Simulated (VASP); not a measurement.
# Ir (Cmmm) in VASP: single point with PBEsol+D3(BJ)

Aim: the single point of Ir with PBEsol+D3(BJ).

Everything below comes from runs of VASP 6.6.1. Logs are shortened: lines on timing, memory, paths and dates and some standing lists are left out, and cuts for length are marked.

**1. The cell of the first run**

Symmetry: Cmmm, No. 65, orthorhombic system. The conventional cell has a = 2.765 Å, b = 4.294 Å, c = 2.569 Å, α = 90.00°, β = 90.00°, γ = 90.00°. Within 3.4 Å of Ir (site symmetry mmm) lie 8 Ir at 2.55 to 2.76 Å.

**2. Single point, PBEsol+D3(BJ)**

File INCAR:

```
SYSTEM = Ir
PREC     = Accurate       ! precision mode
ENCUT    = 520            ! plane-wave cutoff, eV
EDIFF    = 1E-6           ! SCF threshold, eV
ISMEAR   = -1             ! smearing method
SIGMA    = 0.15           ! smearing width, eV
LREAL    = .False.        ! projectors in reciprocal space
LASPH    = .True.         ! aspherical terms in the spheres
NELM     = 100            ! most SCF steps
ALGO     = Normal         ! electronic algorithm
ISIF     = 2              ! what is computed and relaxed
LWAVE    = .False.        ! write WAVECAR
LCHARG   = .False.        ! write CHGCAR
GGA      = PS             ! functional
IVDW     = 12             ! dispersion correction
NBANDS   = 16             ! bands
```

File KPOINTS:

```
regular mesh
0
Gamma
  3 15 5
  0 0 0
```

File POSCAR:

```
Ir
1.0
    2.7647447457      0.0000000000      0.0000000000
    0.0000000000      2.5690831619      0.0000000000
    0.0000000000      0.0000000000      4.2938285946
Ir
2
Direct
    0.2500000000      0.0000000000      0.2500001893
    0.7500000000      0.0000000000      0.7499998107
```

Potentials or basis: VASP PAW PBE potentials, release 64 (Ir).

Command:

```
$ cat potpaw_PBE.64/Ir/POTCAR > POTCAR
$ mpirun -np 1 vasp_std > vasp.out
```

OUTCAR:

```text
SYSTEM = Ir
   PREC = Accurate
   ENCUT = 520
   EDIFF = 1E-6
   ISMEAR = -1
   LREAL = .False.
   LASPH = .True.
   NELM = 100
   ISIF = 2
   GGA = PS
   IVDW = 12
 IVDW          = 12

 ion  position               nearest neighbor table
   1  0.250  0.000  0.250-   2 2.55   2 2.55   2 2.55   2 2.55
   2  0.750  0.000  0.750-   1 2.55   1 2.55   1 2.55   1 2.55

  LATTYP: Found a simple orthorhombic cell.
 ALAT       =     2.5690831619
 B/A-ratio  =     1.0761600818
 C/A-ratio  =     1.6713466727

  Lattice vectors:

 A1 = (   0.0000000000,  -2.5690831619,   0.0000000000)
 A2 = (   2.7647447457,   0.0000000000,   0.0000000000)
 A3 = (   0.0000000000,   0.0000000000,   4.2938285946)

Analysis of symmetry for initial positions (statically):
=====================================================================
 Subroutine PRICEL returns following result:

  LATTYP: Found a base centered orthorhombic cell.
 ALAT       =     2.7647447457
 B/A-ratio  =     1.5530651071
 C/A-ratio  =     0.9292297837

  Lattice vectors:

 A1 = (   1.3823723728,   0.0000000000,   2.1469159229)
 A2 = (   1.3823723728,   0.0000000000,  -2.1469126717)
 A3 = (   0.0000000000,   2.5690831619,   0.0000000000)

   2 primitive cells build up your supercell.

 Routine SETGRP: Setting up the symmetry group for a
 simple orthorhombic supercell.

 Subroutine GETGRP returns: Found  8 space group operations
 (whereof  4 operations were pure point group operations)
 out of a pool of  8 trial point group operations.

The static configuration has the point symmetry C_2h.
 The point group associated with its full space group is D_2h.

Analysis of symmetry for dynamics (positions and initial velocities):
=====================================================================
 Subroutine PRICEL returns following result:

  LATTYP: Found a base centered orthorhombic cell.
 ALAT       =     2.7647447457
 B/A-ratio  =     1.5530651071
 C/A-ratio  =     0.9292297837

  Lattice vectors:

 A1 = (   1.3823723728,   0.0000000000,   2.1469159229)
 A2 = (   1.3823723728,   0.0000000000,  -2.1469126717)
 A3 = (   0.0000000000,   2.5690831619,   0.0000000000)

   2 primitive cells build up your supercell.

 Routine SETGRP: Setting up the symmetry group for a
 simple orthorhombic supercell.

 Subroutine GETGRP returns: Found  8 space group operations
 (whereof  4 operations were pure point group operations)
 out of a pool of  8 trial point group operations.

The dynamic configuration has the point symmetry C_2h.
 The point group associated with its full space group is D_2h.

 Subroutine INISYM returns: Found  8 space group operations
 (whereof  4 operations are pure point group operations),
 and found     2 'primitive' translations

----------------------------------------------------------------------------------------

                                     Primitive cell

  volume of cell :      15.2492

  direct lattice vectors                    reciprocal lattice vectors
     1.382372373  0.000000000  2.146915923     0.361696769  0.000000000  0.232892389
     1.382372373  0.000000000 -2.146912672     0.361697317  0.000000000 -0.232892389
     0.000000000  2.569083162  0.000000000     0.000000000  0.389243920  0.000000000

  length of vectors
     2.553468495  2.553465762  2.569083162     0.430189979  0.430190439  0.389243920

  position of ions in fractional coordinates (direct lattice)
     0.500000000  0.000000000  0.000000000

  ion indices of the primitive-cell ions
   primitive index   ion index
                 1           1

----------------------------------------------------------------------------------------

 KPOINTS: regular mesh

Automatic generation of k-mesh.
 Grid dimensions read from file:
 generate k-points for:    3   15    5

 Generating k-lattice:

  Cartesian coordinates                     Fractional coordinates (reciprocal lattice)
     0.120565681  0.000000000  0.000000000     0.333333333  0.000000000  0.000000000
     0.000000000  0.025949595  0.000000000     0.000000000  0.066666667  0.000000000
     0.000000000  0.000000000  0.046578478     0.000000000  0.000000000  0.200000000

  Length of vectors
     0.120565681  0.025949595  0.046578478

  Shift w.r.t. Gamma in fractional coordinates (k-lattice)
     0.000000000  0.000000000  0.000000000

 Subroutine IBZKPT returns following result:
 ===========================================

 Found     48 irreducible k-points:

 Following reciprocal coordinates:
            Coordinates               Weight
  0.000000  0.000000  0.000000      1.000000
  0.333333  0.000000  0.000000      2.000000
  0.000000  0.066667  0.000000      2.000000
  0.333333  0.066667  0.000000      4.000000
  0.000000  0.133333  0.000000      2.000000
  0.333333  0.133333  0.000000      4.000000
[... 16 lines left out ...]
  0.000000  0.200000  0.200000      4.000000
  0.333333  0.200000  0.200000      8.000000
 [... further k-points ...]
   k-points           NKPTS =     48   k-points in BZ     NKDIM =     48   number of bands    NBANDS=     16
   number of dos      NEDOS =    301   number of ions     NIONS =      2
   total plane-waves  NPLWV =  15360
   dimension x,y,z NGX =    24 NGY =   20 NGZ =   32
   dimension x,y,z NGXF=    48 NGYF=   40 NGZF=   64
   ions per type =               2
   NGX,Y,Z   is equivalent  to a cutoff of  14.43, 12.94, 12.39 a.u.
   NGXF,Y,Z  is equivalent  to a cutoff of  28.86, 25.88, 24.78 a.u.
 SYSTEM =  Ir
   PREC   = accura    normal or accurate (medium, high low for compatibility)
   ISTART =      0    job   : 0-new  1-cont  2-samecut
   ICHARG =      2    charge: 1-file 2-atom 10-const
   ISPIN  =      1    spin polarized calculation?
   LNONCOLLINEAR =      F non collinear calculations
   LSORBIT =      F    spin-orbit coupling
   LASPH  =      T    aspherical Exc in radial PAW
   ENCUT  =  520.0 eV  38.22 Ry    6.18 a.u.   5.14  4.78  7.98*2*pi/ulx,y,z
   NELM   =    100;   NELMIN=  2; NELMDL= -5     # of ELM steps
   EDIFF  = 0.1E-05   stopping-criterion for ELM
   LREAL  =      F    real-space projection
   EDIFFG = 0.1E-04   stopping-criterion for IOM
   NSW    =      0    number of steps for IOM
   IBRION =     -1    ionic relax: 0-MD 1-quasi-New 2-CG
   NFREE  =      0    steps in history (QN), initial steepest desc. (CG)
   ISIF   =      2    stress and relaxation
   ISYM   =      2    0-nonsym 1-usesym 2-fastsym
   POTIM  = 0.5000    time-step for ionic-motion
   TEBEG  =    0.0;   TEEND  =   0.0 temperature during run
   PSTRESS=    0.0 pullay stress
   NELECT =      18.0000    total number of electrons
   NUPDOWN=      -1.0000    fix difference up-down
   EMIN   =  10.00;   EMAX   =-10.00  energy-range for DOS
   EFERMI =   0.00;   METHOD = LEGACY
   ISMEAR =    -1;   SIGMA  =   0.15  broadening in eV -4-tet -1-fermi 0-gaus
   EFERMI_NEDOS =   21; number of points for ismear=-14 and -15
   IALGO  =     38    algorithm
   IMIX   =      4    mixing-type and parameters
     AMIX     =   0.40;   BMIX     =  1.00
     AMIX_MAG =   1.60;   BMIX_MAG =  1.00
  volume/ion in A,a.u.               =      15.25       102.91
  Fermi-wavevector in a.u.,A,eV,Ry     =   1.373219  2.595007 25.656907  1.885729
  Thomas-Fermi vector in A             =   2.498755
   LORBIT       =      0    0 simple, 1 ext, 2 COOP (PROOUT), +10 PAW based schemes
   GGA     = PS    functional components
   LHFCALC =     F    Hartree Fock is set to
   AEXX    =    0.0000 exact exchange contribution
   IVDW    =    12    specifies the selected vdW correction
   LEPSILON=     F    determine dielectric tensor
   LRPA    =     F    only Hartree local field effects (RPA)
 non-spin polarized calculation
  energy-cutoff  :      520.00
  volume of cell :       30.50
 maximum number of plane-waves:       829
 NGX is ok and might be reduce to    24
   NGX = 11   NGY =  9   NGZ = 15

 number of electron      18.0000001 magnetization

 Free energy of the ion-electron system (eV)
  ---------------------------------------------------
  ext. energy  EPLUGINS =         0.00000000
  ---------------------------------------------------
  free energy    TOTEN  =       -18.19510722 eV

  energy without entropy =      -18.02369836  energy(sigma->0) =      -18.10940279

 E-fermi :   8.7368     XC(G=0): -13.5680

 val. band max:        8.7134019310   @ k =   0.0000   0.3333   0.4000
 cond. band min:       8.7398117377   @ k =   0.3333   0.3333   0.0000
 fundamental gap:      0.0264098067
 Fermi energy:         8.7368130255

 k-point     1 :       0.0000    0.0000    0.0000
  band No.  band energies     occupation
      1      -1.3487      2.00000
      2       1.4642      2.00000
      3       2.2675      2.00000
      4       3.7131      2.00000
      5       4.2378      2.00000
      6       6.7089      2.00000
[... 8 lines left out ...]
     15      23.4867      0.00000
     16      24.0695      0.00000

 k-point     2 :       0.3333    0.0000    0.0000
  band No.  band energies     occupation
      1       1.2881      2.00000
      2       3.3472      2.00000
      3       3.6052      2.00000
      4       3.7019      2.00000
      5       4.0453      2.00000
      6       5.2440      2.00000
[... 8 lines left out ...]
     15      21.2520      0.00000
     16      23.3015      0.00000

 k-point     3 :       0.0000    0.0667    0.0000
  band No.  band energies     occupation
      1      -1.2226      2.00000
      2       1.5166      2.00000
      3       2.4030      2.00000
      4       3.9390      2.00000
      5       4.2612      2.00000
      6       6.1825      2.00000
[... 8 lines left out ...]
     15      22.7380      0.00000
     16      24.1675      0.00000
[... 362 lines left out ...]
 k-point    23 :       0.0000    0.2000    0.2000
  band No.  band energies     occupation
      1       0.1359      2.00000
      2       2.0762      2.00000
      3       3.6696      2.00000
      4       4.1447      2.00000
      5       4.8853      2.00000
      6       5.7868      2.00000
[... 8 lines left out ...]
     15      24.2138      0.00000
     16      24.6261      0.00000

 k-point    24 :       0.3333    0.2000    0.2000
  band No.  band energies     occupation
      1       1.9256      2.00000
      2       3.6962      2.00000
      3       3.7838      2.00000
      4       4.3246      2.00000
      5       5.2851      2.00000
      6       5.5053      2.00000
[... 8 lines left out ...]
     15      21.4285      0.00000
     16      23.3518      0.00000

 [... further k-points ...]

------------------------ aborting loop because EDIFF is reached ----------------------------------------

 Edisp (eV)   -1.32415

 E8    (eV) :    -0.9143

  FORCE on cell =-STRESS in cart. coord.  units (eV):
  Direction    XX          YY          ZZ          XY          YZ          ZX
  --------------------------------------------------------------------------------------
  -------------------------------------------------------------------------------------
  Total       0.11572     0.08019     0.17582     0.00000     0.00000     0.00000
  in kB       6.07939     4.21261     9.23648     0.00000     0.00000     0.00000
  external pressure =        6.51 kB  Pullay stress =        0.00 kB

 VOLUME and BASIS-vectors are now :
 -----------------------------------------------------------------------------
  energy-cutoff  :      520.00
  volume of cell :       30.50
      direct lattice vectors                 reciprocal lattice vectors
     2.764744746  0.000000000  0.000000000     0.361697043  0.000000000  0.000000000
     0.000000000  2.569083162  0.000000000     0.000000000  0.389243920  0.000000000
     0.000000000  0.000000000  4.293828595     0.000000000  0.000000000  0.232892389

 POSITION                                       TOTAL-FORCE (eV/Angst)
 -----------------------------------------------------------------------------------
      0.69119      0.00000      1.07346         0.000000      0.000000      0.000000
      2.07356      0.00000      3.22037        -0.000000      0.000000      0.000000
 -----------------------------------------------------------------------------------
    total drift:                                0.000000      0.000046     -0.000054

  FREE ENERGIE OF THE ION-ELECTRON SYSTEM (eV)
  ---------------------------------------------------
  free  energy   TOTEN  =       -19.5192552231 eV

  energy  without entropy=      -19.3478463669  energy(sigma->0) =      -19.43355080
```

Run time: 9.2 s. Hardware: 1 thread of Intel Xeon Platinum 8488C (Sapphire Rapids), shared host; peak memory 0.16 GiB.

What came out:

* Free energy: -19.5193 eV
* Pressure: 0.7 GPa
* Band gap on the k mesh: zero (bands 9 and 10 overlap by 2.34 eV)
* Dispersion energy per atom: -0.662 eV

Stress tensor (GPa, compression positive):
```
0.61 0.00 0.00
0.00 0.42 0.00
0.00 0.00 0.92
```

Levels at points of the mesh, in eV from the Fermi level:
```csv
k point,band 7,band 8,band 9,band 10,band 11,band 12
"(0.00, 0.00, 0.00)",-1.97,0.24,0.61,1.34,1.60,2.55
```

Caveat: the k points lie up to 0.76 Å⁻¹ apart, too coarse for converged energies and pressures of a metal; the PAW data sets were made with another functional, which shifts forces and pressure a little; spin-orbit coupling is left out, which moves the levels of the heavy elements.

The gap in the log of VASP goes by the Fermi energy; the results here count the filled bands.